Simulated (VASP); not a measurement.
# BN (Cmm2) in VASP: a series of runs

BN is run at these levels: r2SCAN; tasks: single point.

All numbers are computed with VASP 6.6.1; they aren't measurements. Logs are shortened: lines on timing, memory, paths and dates and some standing lists are left out, and cuts for length are marked.

## Step 1: The cell of the first run

The structure is orthorhombic, space group Cmm2 (No. 35). The conventional cell has a = 5.128 Å, b = 5.128 Å, c = 3.626 Å, α = 90.00°, β = 90.00°, γ = 90.00°. B (site symmetry m) has 4 N at 1.48 to 1.57 Å within 2.0 Å. B (site symmetry m) has 4 N at 1.57 to 1.68 Å within 2.1 Å. N (site symmetry mm2) has 4 B at 1.48 to 1.68 Å within 2.0 Å. Within 2.1 Å of N (site symmetry mm2) lie 4 B at 1.57 Å. Within 2.1 Å of N (site symmetry 2) lie 4 B at 1.57 Å.

## Step 2: Single point, r2SCAN (atom 5 (N) moved +0.175 Å along Cartesian [0 0 1])

Contents of POSCAR:

```
BN
1.0
    3.6260020000      0.0000000000      0.0000000000
    0.0000000000     -3.6260020000      0.0000000000
    0.0000000000      0.0000000000     -3.6260020000
B N
4 4
Direct
    0.0000000000      0.5000000000      0.5000000000
    0.5000000000      0.0000000000      0.5000000000
    0.5000000000      0.5000000000      0.0000000000
    0.0000000000      0.0000000000      0.0000000000
    0.7500000000      0.7500000000      0.7017374784
    0.2500000000      0.2500000000      0.7500000000
    0.2500000000      0.7500000000      0.2500000000
    0.7500000000      0.2500000000      0.2500000000
```

Contents of INCAR.step1:

```
SYSTEM = BN
  ALGO = Normal
  EDIFF = 1E-4
  ENCUT = 520
  GGA = PE
  ISMEAR = 0
  LASPH = .True.
  LCHARG = .False.
  LREAL = .False.
  LWAVE = .True.
  NBANDS = 26
  NELM = 60
  PREC = Accurate
  SIGMA = 0.05
```

Contents of INCAR.step2:

```
SYSTEM = BN
  ALGO = Normal
  EDIFF = 1E-6
  ENCUT = 520
  ISIF = 2
  ISMEAR = 0
  ISTART = 1
  LASPH = .True.
  LCHARG = .True.
  LELF = .True.
  LMIXTAU = .True.
  LREAL = .False.
  LVHAR = .True.
  LWAVE = .False.
  METAGGA = R2SCAN
  NBANDS = 26
  NELM = 60
  PREC = Accurate
  SIGMA = 0.05
```

Contents of KPOINTS:

```
k-points
0
Gamma
  6 6 6
  0 0 0
```

Potentials or basis: VASP PAW PBE potentials, release 64 (B, N).

Launch:

```bash
cat potpaw_PBE.64/B/POTCAR potpaw_PBE.64/N/POTCAR > POTCAR
cp INCAR.step1 INCAR
mpirun -np 1 vasp_std > vasp.out
cp INCAR.step2 INCAR
mpirun -np 1 vasp_std > vasp.out
```

OUTCAR:

```text
SYSTEM = BN
   EDIFF = 1E-6
   ENCUT = 520
   ISIF = 2
   ISMEAR = 0
   ISTART = 1
   LASPH = .True.
   LREAL = .False.
   METAGGA = R2SCAN
   NELM = 60
   PREC = Accurate

 ion  position               nearest neighbor table
   1  0.000  0.500  0.500-   5 1.48   6 1.57   7 1.57   8 1.57
   2  0.500  0.000  0.500-   5 1.48   6 1.57   7 1.57   8 1.57
   3  0.500  0.500  0.000-   6 1.57   7 1.57   8 1.57   5 1.68
   4  0.000  0.000  0.000-   6 1.57   7 1.57   8 1.57   5 1.68
   5  0.750  0.750  0.702-   1 1.48   2 1.48   3 1.68   4 1.68
   6  0.250  0.250  0.750-   1 1.57   2 1.57   3 1.57   4 1.57
   7  0.250  0.750  0.250-   1 1.57   2 1.57   3 1.57   4 1.57
   8  0.750  0.250  0.250-   1 1.57   2 1.57   3 1.57   4 1.57

  LATTYP: Found a simple cubic cell.
 ALAT       =     3.6260020000

  Lattice vectors:

 A1 = (   3.6260020000,   0.0000000000,   0.0000000000)
 A2 = (   0.0000000000,  -3.6260020000,   0.0000000000)
 A3 = (   0.0000000000,   0.0000000000,  -3.6260020000)

Analysis of symmetry for initial positions (statically):
=====================================================================
 Subroutine PRICEL returns:
 Original cell was already a primitive cell.

 Routine SETGRP: Setting up the symmetry group for a
 simple cubic supercell.

 Subroutine GETGRP returns: Found  4 space group operations
 (whereof  2 operations were pure point group operations)
 out of a pool of 48 trial point group operations.

The static configuration has the point symmetry C_1h.
 The point group associated with its full space group is C_2v.

Analysis of symmetry for dynamics (positions and initial velocities):
=====================================================================
 Subroutine PRICEL returns:
 Original cell was already a primitive cell.

 Routine SETGRP: Setting up the symmetry group for a
 simple cubic supercell.

 Subroutine GETGRP returns: Found  4 space group operations
 (whereof  2 operations were pure point group operations)
 out of a pool of 48 trial point group operations.

The dynamic configuration has the point symmetry C_1h.
 The point group associated with its full space group is C_2v.

 Subroutine INISYM returns: Found  4 space group operations
 (whereof  2 operations are pure point group operations),
 and found     1 'primitive' translations

----------------------------------------------------------------------------------------

                                     Primitive cell

  volume of cell :      47.6743

  direct lattice vectors                    reciprocal lattice vectors
     3.626002000  0.000000000  0.000000000     0.275785838  0.000000000  0.000000000
     0.000000000 -3.626002000  0.000000000     0.000000000 -0.275785838  0.000000000
     0.000000000  0.000000000 -3.626002000     0.000000000  0.000000000 -0.275785838

  length of vectors
     3.626002000  3.626002000  3.626002000     0.275785838  0.275785838  0.275785838

  position of ions in fractional coordinates (direct lattice)
     0.000000000  0.500000000  0.500000000
     0.500000000  0.000000000  0.500000000
     0.500000000  0.500000000  0.000000000
     0.000000000  0.000000000  0.000000000
     0.750000000  0.750000000  0.701737478
     0.250000000  0.250000000  0.750000000
     0.250000000  0.750000000  0.250000000
     0.750000000  0.250000000  0.250000000

  ion indices of the primitive-cell ions
   primitive index   ion index
                 1           1
                 2           2
                 3           3
                 4           4
                 5           5
                 6           6
                 7           7
                 8           8

----------------------------------------------------------------------------------------

 KPOINTS: k-points

Automatic generation of k-mesh.
 Grid dimensions read from file:
 generate k-points for:    6    6    6

 Generating k-lattice:

  Cartesian coordinates                     Fractional coordinates (reciprocal lattice)
     0.045964306  0.000000000  0.000000000     0.166666667  0.000000000  0.000000000
     0.000000000 -0.045964306  0.000000000     0.000000000  0.166666667  0.000000000
     0.000000000  0.000000000 -0.045964306     0.000000000  0.000000000  0.166666667

  Length of vectors
     0.045964306  0.045964306  0.045964306

  Shift w.r.t. Gamma in fractional coordinates (k-lattice)
     0.000000000  0.000000000  0.000000000

 Subroutine IBZKPT returns following result:
 ===========================================

 Found     52 irreducible k-points:

 Following reciprocal coordinates:
            Coordinates               Weight
  0.000000  0.000000  0.000000      1.000000
  0.166667  0.000000  0.000000      4.000000
  0.000000  0.000000  0.166667      2.000000
  0.333333  0.000000  0.000000      4.000000
  0.000000  0.000000  0.333333      2.000000
  0.500000  0.000000  0.000000      2.000000
[... 16 lines left out ...]
  0.333333  0.000000  0.500000      4.000000
  0.500000  0.500000  0.000000      1.000000
 [... further k-points ...]
   k-points           NKPTS =     52   k-points in BZ     NKDIM =     52   number of bands    NBANDS=     26
   number of dos      NEDOS =    301   number of ions     NIONS =      8
   total plane-waves  NPLWV =  21952
   dimension x,y,z NGX =    28 NGY =   28 NGZ =   28
   dimension x,y,z NGXF=    56 NGYF=   56 NGZF=   56
   ions per type =               4   4
   NGX,Y,Z   is equivalent  to a cutoff of  12.84, 12.84, 12.84 a.u.
   NGXF,Y,Z  is equivalent  to a cutoff of  25.68, 25.68, 25.68 a.u.
 SYSTEM =  BN
   PREC   = accura    normal or accurate (medium, high low for compatibility)
   ISTART =      1    job   : 0-new  1-cont  2-samecut
   ICHARG =      0    charge: 1-file 2-atom 10-const
   ISPIN  =      1    spin polarized calculation?
   LNONCOLLINEAR =      F non collinear calculations
   LSORBIT =      F    spin-orbit coupling
   LASPH  =      T    aspherical Exc in radial PAW
   ENCUT  =  520.0 eV  38.22 Ry    6.18 a.u.   6.74  6.74  6.74*2*pi/ulx,y,z
   NELM   =     60;   NELMIN=  2; NELMDL=  0     # of ELM steps
   EDIFF  = 0.1E-05   stopping-criterion for ELM
   LREAL  =      F    real-space projection
   EDIFFG = 0.1E-04   stopping-criterion for IOM
   NSW    =      0    number of steps for IOM
   IBRION =     -1    ionic relax: 0-MD 1-quasi-New 2-CG
   NFREE  =      0    steps in history (QN), initial steepest desc. (CG)
   ISIF   =      2    stress and relaxation
   ISYM   =      2    0-nonsym 1-usesym 2-fastsym
   POTIM  = 0.5000    time-step for ionic-motion
   TEBEG  =    0.0;   TEEND  =   0.0 temperature during run
   PSTRESS=    0.0 pullay stress
   NELECT =      32.0000    total number of electrons
   NUPDOWN=      -1.0000    fix difference up-down
   EMIN   =  10.00;   EMAX   =-10.00  energy-range for DOS
   EFERMI =   0.00;   METHOD = LEGACY
   ISMEAR =     0;   SIGMA  =   0.05  broadening in eV -4-tet -1-fermi 0-gaus
   EFERMI_NEDOS =   21; number of points for ismear=-14 and -15
   IALGO  =     38    algorithm
   IMIX   =      4    mixing-type and parameters
     AMIX     =   0.40;   BMIX     =  1.00
     AMIX_MAG =   1.60;   BMIX_MAG =  1.00
  volume/ion in A,a.u.               =       5.96        40.22
  Fermi-wavevector in a.u.,A,eV,Ry     =   1.433387  2.708709 27.954506  2.054598
  Thomas-Fermi vector in A             =   2.552911
   LORBIT       =      0    0 simple, 1 ext, 2 COOP (PROOUT), +10 PAW based schemes
   METAGGA = R2SCAN    functional components
   LHFCALC =     F    Hartree Fock is set to
   AEXX    =    0.0000 exact exchange contribution
   IVDW    =     0    specifies the selected vdW correction
   LEPSILON=     F    determine dielectric tensor
   LRPA    =     F    only Hartree local field effects (RPA)
 non-spin polarized calculation
 Gauss-broadening in eV      SIGMA  =   0.05
  energy-cutoff  :      520.00
  volume of cell :       47.67
 maximum number of plane-waves:      1328
   NGX = 13   NGY = 13   NGZ = 13

 number of electron      31.9999996 magnetization

 Free energy of the ion-electron system (eV)
  ---------------------------------------------------
  ext. energy  EPLUGINS =         0.00000000
  ---------------------------------------------------
  free energy    TOTEN  =       -76.13980877 eV

  energy without entropy =      -76.13980877  energy(sigma->0) =      -76.13980877

 E-fermi :   7.7814     XC(G=0): -13.5973

 val. band max:        7.5199621448   @ k =   0.0000   0.0000   0.0000
 cond. band min:      11.9868040142   @ k =   0.0000   0.0000   0.0000
 fundamental gap:      4.4668418694
 Fermi energy:         7.7814299925

 k-point     1 :       0.0000    0.0000    0.0000
  band No.  band energies     occupation
      1     -14.0814      2.00000
      2      -8.5004      2.00000
      3      -8.4010      2.00000
      4      -8.3515      2.00000
      5      -2.3391      2.00000
      6      -2.0422      2.00000
[... 18 lines left out ...]
     25      17.4412      0.00000
     26      17.8677      0.00000

 k-point     2 :       0.1667    0.0000    0.0000
  band No.  band energies     occupation
      1     -13.8503      2.00000
      2      -9.2004      2.00000
      3      -8.3757      2.00000
      4      -8.2886      2.00000
      5      -2.0362      2.00000
      6      -1.8898      2.00000
[... 18 lines left out ...]
     25      17.9397      0.00000
     26      18.6499      0.00000

 k-point     3 :       0.0000    0.0000    0.1667
  band No.  band energies     occupation
      1     -13.8525      2.00000
      2      -9.1787      2.00000
      3      -8.3488      2.00000
      4      -8.3331      2.00000
      5      -2.1570      2.00000
      6      -1.8132      2.00000
[... 18 lines left out ...]
     25      18.2106      0.00000
     26      18.4808      0.00000

 k-point     4 :       0.3333    0.0000    0.0000
  band No.  band energies     occupation
      1     -13.1680      2.00000
      2     -10.6614      2.00000
      3      -8.2168      2.00000
      4      -8.1586      2.00000
      5      -1.4872      2.00000
      6      -1.3605      2.00000
[... 18 lines left out ...]
     25      19.8447      0.00000
     26      20.1958      0.00000

 k-point     5 :       0.0000    0.0000    0.3333
  band No.  band energies     occupation
      1     -13.1822      2.00000
      2     -10.6210      2.00000
      3      -8.2110      2.00000
      4      -8.1904      2.00000
      5      -1.6611      2.00000
      6      -1.2391      2.00000
[... 18 lines left out ...]
     25      19.5345      0.00000
     26      20.1783      0.00000

 k-point     6 :       0.5000    0.0000    0.0000
  band No.  band energies     occupation
      1     -12.0922      2.00000
      2     -12.0532      2.00000
      3      -8.1237      2.00000
      4      -8.0973      2.00000
      5      -0.9854      2.00000
      6      -0.7992      2.00000
[... 427 lines left out ...]
 k-point    21 :       0.5000    0.3333    0.0000
  band No.  band energies     occupation
      1     -11.2873      2.00000
      2     -11.2498      2.00000
      3      -9.3128      2.00000
      4      -9.2980      2.00000
      5      -1.5455      2.00000
      6      -1.2498      2.00000
[... 18 lines left out ...]
     25      20.3543      0.00000
     26      20.7054      0.00000

 k-point    22 :       0.0000    0.5000    0.3333
  band No.  band energies     occupation
      1     -11.3324      2.00000
      2     -11.2506      2.00000
      3      -9.2987      2.00000
      4      -9.2179      2.00000
      5      -1.4572      2.00000
      6      -1.4432      2.00000
[... 18 lines left out ...]
     25      20.6781      0.00000
     26      20.7293      0.00000

 k-point    23 :       0.3333    0.0000    0.5000
  band No.  band energies     occupation
      1     -11.5163      2.00000
      2     -11.0179      2.00000
      3      -9.4394      2.00000
      4      -9.1283      2.00000
      5      -1.5639      2.00000
      6      -1.3027      2.00000
[... 18 lines left out ...]
     25      20.3441      0.00000
     26      21.2191      0.00000

 k-point    24 :       0.5000    0.5000    0.0000
  band No.  band energies     occupation
      1     -10.3991      2.00000
      2     -10.3448      2.00000
      3     -10.3421      2.00000
      4     -10.3372      2.00000
      5      -1.0073      2.00000
      6      -0.7356      2.00000
[... 18 lines left out ...]
     25      20.4037      0.00000
     26      20.7401      0.00000

 [... further k-points ...]
[... 5 lines left out ...]
  --------------------------------------------------------------------------------------
  -------------------------------------------------------------------------------------
  Total       -0.1440605     -0.1440605     -0.9220239      0.1830703      0.0000000     -0.0000000
  in kB       -4.8414041     -4.8414041    -30.9862233      6.1523965      0.0000000     -0.0000000
  external PRESSURE =     -13.5563438 kB  Pullay stress =       0.0000000 kB

 VOLUME and BASIS-vectors are now :
 -----------------------------------------------------------------------------
  energy-cutoff  :      520.00
  volume of cell :       47.67
      direct lattice vectors                 reciprocal lattice vectors
     3.626002000  0.000000000  0.000000000     0.275785838  0.000000000  0.000000000
     0.000000000 -3.626002000  0.000000000     0.000000000 -0.275785838  0.000000000
     0.000000000  0.000000000 -3.626002000     0.000000000  0.000000000 -0.275785838

 POSITION                                       TOTAL-FORCE (eV/Angst)
 -----------------------------------------------------------------------------------
      0.00000     -1.81300     -1.81300         0.490319      0.490319      1.223948
      1.81300      0.00000     -1.81300        -0.490319     -0.490319      1.223948
      1.81300     -1.81300      0.00000         0.065032     -0.065032      0.763542
      0.00000      0.00000      0.00000        -0.065032      0.065032      0.763542
      2.71950     -2.71950     -2.54450         0.000000     -0.000000     -6.119393
      0.90650     -0.90650     -2.71950         0.000000      0.000000     -0.418529
      0.90650     -2.71950     -0.90650         0.000000      0.000000      1.281470
      2.71950     -0.90650     -0.90650         0.000000      0.000000      1.281470
 -----------------------------------------------------------------------------------
    total drift:                                0.000000      0.000000     -0.000124

  FREE ENERGIE OF THE ION-ELECTRON SYSTEM (eV)
  ---------------------------------------------------
  free  energy   TOTEN  =       -76.1398087675 eV

  energy  without entropy=      -76.1398087675  energy(sigma->0) =      -76.13980877
```

It took 4.6 min on 1 thread of Intel Xeon Platinum 8175M at 2.50GHz (Skylake/Cascade Lake), shared host; peak memory 0.19 GiB.

What came out:

| Property | Result |
| --- | --- |
| Free energy | -76.1398 eV |
| Pressure | -1.4 GPa |
| Largest force | 6.119 eV/Å |
| Band gap on the k mesh | 4.47 eV |

Forces on the atoms (eV/Å):
```
B    0.490  0.490  1.224
B   -0.490 -0.490  1.224
B    0.065 -0.065  0.764
B   -0.065  0.065  0.764
N    0.000  0.000 -6.119
N    0.000  0.000 -0.419
N    0.000  0.000  1.281
N    0.000  0.000  1.281
```

Caveat: the cell differs from its parent crystal (atom 5 (N) moved +0.175 Å along Cartesian [0 0 1]); the PAW data sets were made with another functional, which shifts forces and pressure a little. A k mesh can miss the band edges.

## Step 3: Single point, r2SCAN (atom 5 (N) moved +0.125 Å along Cartesian [0 0 1])

POSCAR: that of step 2 with these lines changed.

```diff
@@ -12,3 +12,3 @@
     0.0000000000      0.0000000000      0.0000000000
-    0.7500000000      0.7500000000      0.7017374784
+    0.7500000000      0.7500000000      0.7155267703
     0.2500000000      0.2500000000      0.7500000000
```

Contents of INCAR.step1:

```
SYSTEM = BN
ALGO = Normal ; EDIFF = 1E-4
ENCUT = 520 ; GGA = PE
ISMEAR = 0 ; LASPH = .TRUE.
LCHARG = .FALSE. ; LREAL = .FALSE.
LWAVE = .TRUE. ; NBANDS = 26
NELM = 100 ; PREC = Accurate
SIGMA = 0.05
```

Contents of INCAR.step2:

```
SYSTEM = BN
ALGO = Normal ; EDIFF = 1E-6
ENCUT = 520 ; ISIF = 2
ISMEAR = 0 ; ISTART = 1
LASPH = .TRUE. ; LCHARG = .TRUE.
LELF = .TRUE. ; LMIXTAU = .TRUE.
LREAL = .FALSE. ; LVHAR = .TRUE.
LWAVE = .FALSE. ; METAGGA = R2SCAN
NBANDS = 26 ; NELM = 100
PREC = Accurate ; SIGMA = 0.05
```

Contents of KPOINTS:

```
k-points
0
G
  6 6 6
  0 0 0
```

Potentials or basis: VASP PAW PBE potentials, release 64 (B, N).

Launch:

```bash
cat potpaw_PBE.64/B/POTCAR potpaw_PBE.64/N/POTCAR > POTCAR
cp INCAR.step1 INCAR
mpirun -np 1 vasp_std > vasp.out
cp INCAR.step2 INCAR
mpirun -np 1 vasp_std > vasp.out
```

Run time: 5.3 min. Hardware: 1 thread of Intel Xeon Platinum 8175M at 2.50GHz (Skylake/Cascade Lake), shared host; peak memory 0.18 GiB.

The run converged. Its results:

```yaml
Free_energy: -76.4036 eV
Pressure: -2.7 GPa
Largest_force: 4.423 eV/Å
Band_gap_on_the_k_mesh: 4.63 eV
```

Forces in eV/Å, atoms in the order of the input:
```
B    0.303  0.303  0.845
B   -0.303 -0.303  0.845
B    0.084 -0.084  0.604
B   -0.084  0.084  0.604
N    0.000  0.000 -4.423
N    0.000  0.000 -0.302
N    0.000  0.000  0.913
N    0.000  0.000  0.913
```

Stress tensor (GPa, compression positive):
```
-2.25  0.31  0.00
 0.31 -2.25  0.00
 0.00  0.00 -3.57
```

Levels at points of the mesh, in eV from the valence-band top:
```csv
k point,band 14,band 15,band 16,band 17,band 18,band 19
"(0.00, 0.00, 0.00)",-0.57,-0.30,0.00,4.63,4.69,4.73
"(0.50, 0.00, 0.00)",-3.37,-3.30,-3.20,7.00,7.05,9.82
"(0.00, 0.00, 0.50)",-3.49,-3.28,-2.92,7.04,7.14,9.89
"(0.50, 0.50, 0.00)",-2.44,-2.43,-1.99,9.80,9.97,10.06
"(0.00, 0.50, 0.50)",-2.44,-2.35,-2.14,9.56,9.68,10.26
"(0.50, 0.50, 0.50)",-2.27,-2.05,-1.68,9.84,9.96,10.31
```

Caveat: the cell differs from its parent crystal (atom 5 (N) moved +0.125 Å along Cartesian [0 0 1]); the PAW data sets were made with another functional, which shifts forces and pressure a little. A k mesh can miss the band edges.

[end of part 1 of 2]
